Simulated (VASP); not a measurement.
# MgC18: single point with PBE

Slab: MgC18, a slab with vacuum.

```xyz
19
Lattice="7.3980 0.0000 0.0000 -3.6990 6.4069 0.0000 0.0000 0.0000 12.0000" Properties=species:S:1:pos:R:3 pbc="T T T"
C    -0.0099    0.0044    0.8967
C     1.2348    0.7114    0.8970
C    -1.2428    2.1403    0.8980
C     0.0018    2.8471    0.8983
C    -2.4760    4.2759    0.8978
C    -1.2314    4.9827    0.8984
C     2.4561    0.0047    0.8978
C     3.7004    0.7113    0.8982
C     1.2233    2.1404    0.8976
C     2.4676    2.8470    0.8976
C    -0.0097    4.2758    0.8987
C     1.2347    4.9825    0.8981
C     4.9221    0.0044    0.8979
C     6.1666    0.7112    0.8976
C     3.6888    2.1404    0.8981
C     4.9335    2.8471    0.8982
C     2.4561    4.2758    0.8976
C     3.7005    4.9825    0.8972
Mg   -3.1362    6.1510    4.9890
```

* Program: VASP 6.6.1
* Task: single point
* Functional: PBE
* Potentials or basis: VASP PAW PBE potentials, release 64 (C, Mg)
* Cutoff: 520 eV
* k mesh: 2 × 2 × 1
* Occupations: fermi-dirac, width 0.02 eV
* Spin: no spin polarisation
* Dipole correction: no
* Further INCAR settings: LREAL = Auto; ALGO = Normal; EDIFF = 1e-06; NBANDS = 52

```yaml
Largest_force: 0.024 eV/Å
Band_gap_on_the_k_mesh: 0.16 eV, direct
```

Forces in eV/Å, atoms in the order of the input:
```
C    0.004  0.008  0.000
C   -0.020  0.006  0.002
C    0.001 -0.001  0.001
C   -0.010  0.005  0.000
C    0.024  0.004  0.003
C    0.007 -0.010 -0.006
C    0.008 -0.021  0.003
C    0.014  0.001 -0.003
C   -0.003 -0.007 -0.004
C   -0.008  0.004  0.002
C   -0.011  0.005  0.001
C   -0.016 -0.001  0.000
C   -0.006  0.010  0.003
C   -0.008  0.010 -0.008
C    0.020 -0.005  0.005
C    0.005 -0.012 -0.001
C    0.004 -0.003 -0.003
C   -0.006  0.005 -0.001
Mg   0.002 -0.001  0.005
```

Levels at points of the mesh, in eV from the valence-band top:
```tsv
k point	band 35	band 36	band 37	band 38	band 39	band 40
(0.00, 0.00, 0.00)	-0.42	0.00	0.00	0.16	0.16	2.94
(0.50, 0.00, 0.00)	-2.53	-2.33	-0.32	1.83	2.51	2.52
(0.00, 0.50, 0.00)	-2.53	-2.32	-0.32	1.81	2.50	2.51
(0.50, 0.50, 0.00)	-2.58	-2.20	-0.32	1.62	2.58	2.60
```

Wall time 4.8 min on 1 thread of Intel(R) Xeon(R) Platinum 8259CL CPU @ 2.50GHz (Skylake/Cascade Lake), with other jobs on the host, peak memory 0.58 GiB.

Caveat: the k points lie up to 0.49 Å⁻¹ apart.
